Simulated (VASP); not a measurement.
# W7Au (F-43m) in VASP: a series of runs, part 2 of 2

VASP 6.6.1. The steps go on from the part before.

## Step 3: Single point, PBE

File INCAR:

```
ALGO = Normal
EDIFF = 1E-6
ENCUT = 540
GGA = PE
GGA_COMPAT = F
ISIF = 2
ISMEAR = 0
LASPH = T
LCHARG = F
LREAL = F
LWAVE = F
NBANDS = 68
NELM = 120
PREC = Accurate
SIGMA = 0.1
```

File KPOINTS:

```
k-points
0
Gamma
  4 4 4
```

File POSCAR:

```
W7Au
1.0
    0.0000000000      4.4032741097      4.4032741097
    4.4032741097      0.0000000000      4.4032741097
    4.4032741097      4.4032741097      0.0000000000
W Au
7 1
Direct
    0.2076306906      0.7923693094      0.7923693094
    0.7923693094      0.2076306906      0.2076306906
    0.7923693094      0.2076306906      0.7923693094
    0.2076306906      0.7923693094      0.2076306906
    0.7923693094      0.7923693094      0.2076306906
    0.2076306906      0.2076306906      0.7923693094
    0.2500000000      0.2500000000      0.2500000000
    0.5000000000      0.5000000000      0.5000000000
```

Potentials or basis: VASP PAW PBE potentials, release 64 (W_sv, Au_sv_GW).

Launch:

```console
$ cat potpaw_PBE.64/W_sv/POTCAR potpaw_PBE.64/Au_sv_GW/POTCAR > POTCAR
$ mpirun -np 1 vasp_std > vasp.out
```

OUTCAR:

```text
EDIFF = 1E-6
   ENCUT = 540
   GGA = PE
   ISIF = 2
   ISMEAR = 0
   LASPH = T
   LREAL = F
   NELM = 120
   PREC = Accurate

 ion  position               nearest neighbor table
   1  0.208  0.792  0.792-   8 2.57   4 2.59   5 2.59   6 2.59   3 2.59   7 3.14   7 3.14
   2  0.792  0.208  0.208-   8 2.57   4 2.59   5 2.59   6 2.59   3 2.59   7 3.14   7 3.14
   3  0.792  0.208  0.792-   8 2.57   2 2.59   5 2.59   6 2.59   1 2.59   7 3.14   7 3.14
   4  0.208  0.792  0.208-   8 2.57   2 2.59   5 2.59   6 2.59   1 2.59   7 3.14   7 3.14
   5  0.792  0.792  0.208-   8 2.57   2 2.59   3 2.59   4 2.59   1 2.59   7 3.14   7 3.14
   6  0.208  0.208  0.792-   8 2.57   2 2.59   3 2.59   4 2.59   1 2.59   7 3.14   7 3.14
   7  0.250  0.250  0.250-   2 3.14   3 3.14   5 3.14   1 3.14   4 3.14   5 3.14   1 3.14   3 3.14
                             6 3.14   2 3.14   4 3.14   6 3.14
   8  0.500  0.500  0.500-   1 2.57   2 2.57   3 2.57   4 2.57   5 2.57   6 2.57

  LATTYP: Found a face centered cubic cell.
 ALAT       =     8.8065482194

  Lattice vectors:

 A1 = (   0.0000000000,   4.4032741097,   4.4032741097)
 A2 = (   4.4032741097,   0.0000000000,   4.4032741097)
 A3 = (   4.4032741097,   4.4032741097,   0.0000000000)

Analysis of symmetry for initial positions (statically):
=====================================================================
 Subroutine PRICEL returns:
 Original cell was already a primitive cell.

 Routine SETGRP: Setting up the symmetry group for a
 face centered cubic supercell.

 Subroutine GETGRP returns: Found 24 space group operations
 (whereof 24 operations were pure point group operations)
 out of a pool of 48 trial point group operations.

The static configuration has the point symmetry T_d .

Analysis of symmetry for dynamics (positions and initial velocities):
=====================================================================
 Subroutine PRICEL returns:
 Original cell was already a primitive cell.

 Routine SETGRP: Setting up the symmetry group for a
 face centered cubic supercell.

 Subroutine GETGRP returns: Found 24 space group operations
 (whereof 24 operations were pure point group operations)
[... 124 lines left out ...]
   AEXX    =    0.0000 exact exchange contribution
   IVDW    =     0    specifies the selected vdW correction
   LEPSILON=     F    determine dielectric tensor
   LRPA    =     F    only Hartree local field effects (RPA)
 non-spin polarized calculation
 Gauss-broadening in eV      SIGMA  =   0.10
  energy-cutoff  :      540.00
  volume of cell :      170.75
 maximum number of plane-waves:      4909
   NGX = 23   NGY = 23   NGZ = 23

 number of electron     117.0000002 magnetization

 Free energy of the ion-electron system (eV)
  ---------------------------------------------------
  ext. energy  EPLUGINS =         0.00000000
  ---------------------------------------------------
  free energy    TOTEN  =       -80.18681241 eV

  energy without entropy =      -80.12167052  energy(sigma->0) =      -80.15424147

 E-fermi :   7.2338     XC(G=0): -11.6450

 val. band max:        7.2088380552   @ k =  -0.2500   0.2500   0.0000
 cond. band min:       7.2400973924   @ k =   0.5000   0.0000   0.0000
 fundamental gap:      0.0312593372
 Fermi energy:         7.2337894686

 k-point     1 :       0.0000    0.0000    0.0000
  band No.  band energies     occupation
      1    -100.1800      2.00000
      2     -67.1198      2.00000
      3     -66.5752      2.00000
      4     -66.4561      2.00000
      5     -66.4561      2.00000
      6     -66.4561      2.00000
[... 557 lines left out ...]
     67       9.7314      0.00000
     68       9.8195      0.00000

------------------------ aborting loop because EDIFF is reached ----------------------------------------

  FORCE on cell =-STRESS in cart. coord.  units (eV):
  Direction    XX          YY          ZZ          XY          YZ          ZX
  --------------------------------------------------------------------------------------
  -------------------------------------------------------------------------------------
  Total        0.4519447      0.4519447      0.4519447     -0.0000000      0.0000000     -0.0000000
  in kB        4.2407114      4.2407114      4.2407114     -0.0000000      0.0000000     -0.0000000
  external PRESSURE =       4.2407114 kB  Pullay stress =       0.0000000 kB

 VOLUME and BASIS-vectors are now :
 -----------------------------------------------------------------------------
  energy-cutoff  :      540.00
  volume of cell :      170.75
      direct lattice vectors                 reciprocal lattice vectors
     0.000000000  4.403274110  4.403274110    -0.113551868  0.113551868  0.113551868
     4.403274110  0.000000000  4.403274110     0.113551868 -0.113551868  0.113551868
     4.403274110  4.403274110  0.000000000     0.113551868  0.113551868 -0.113551868

 POSITION                                       TOTAL-FORCE (eV/Angst)
 -----------------------------------------------------------------------------------
      6.97804      4.40327      4.40327        -0.022943      0.000000     -0.000000
      1.82851      4.40327      4.40327         0.022943      0.000000     -0.000000
      4.40327      6.97804      4.40327         0.000000     -0.022943     -0.000000
      4.40327      1.82851      4.40327         0.000000      0.022943     -0.000000
      4.40327      4.40327      6.97804         0.000000      0.000000     -0.022943
      4.40327      4.40327      1.82851         0.000000      0.000000      0.022943
      2.20164      2.20164      2.20164         0.000000      0.000000     -0.000000
      4.40327      4.40327      4.40327         0.000000      0.000000     -0.000000
 -----------------------------------------------------------------------------------
    total drift:                               -0.000000     -0.000000     -0.000000

  FREE ENERGIE OF THE ION-ELECTRON SYSTEM (eV)
  ---------------------------------------------------
  free  energy   TOTEN  =       -80.1868124138 eV

  energy  without entropy=      -80.1216705199  energy(sigma->0) =      -80.15424147
```

stdout:

```text
POSCAR found type information on POSCAR W Au
 POSCAR found :  2 types and       8 ions
 scaLAPACK will be used
 LDA part: xc-table for (Slater+PW92), standard interpolation
 POSCAR, INCAR and KPOINTS ok, starting setup
 FFT: planning ... GRIDC
 FFT: planning ... GRID_SOFT
 FFT: planning ... GRID
 WAVECAR not read
 entering main loop
```

It took 2.9 min on 1 thread of Intel Xeon Platinum 8488C (Sapphire Rapids), shared host; peak memory 0.36 GiB.

What came out:

```
Free energy            : -80.1868 eV
Pressure               : 0.4 GPa
Largest force          : 0.023 eV/Å
Band gap on the k mesh : zero (an odd number of electrons rules out a gap without spin polarisation)
```

Forces in eV/Å, atoms in the order of the input:
```
W   -0.023  0.000  0.000
W    0.023  0.000  0.000
W    0.000 -0.023  0.000
W    0.000  0.023  0.000
W    0.000  0.000 -0.023
W    0.000  0.000  0.023
W    0.000  0.000  0.000
Au   0.000  0.000  0.000
```

Caveat: spin-orbit coupling is left out, which moves the levels of the heavy elements.

The gap in the log of VASP goes by the Fermi energy; the results here count the filled bands.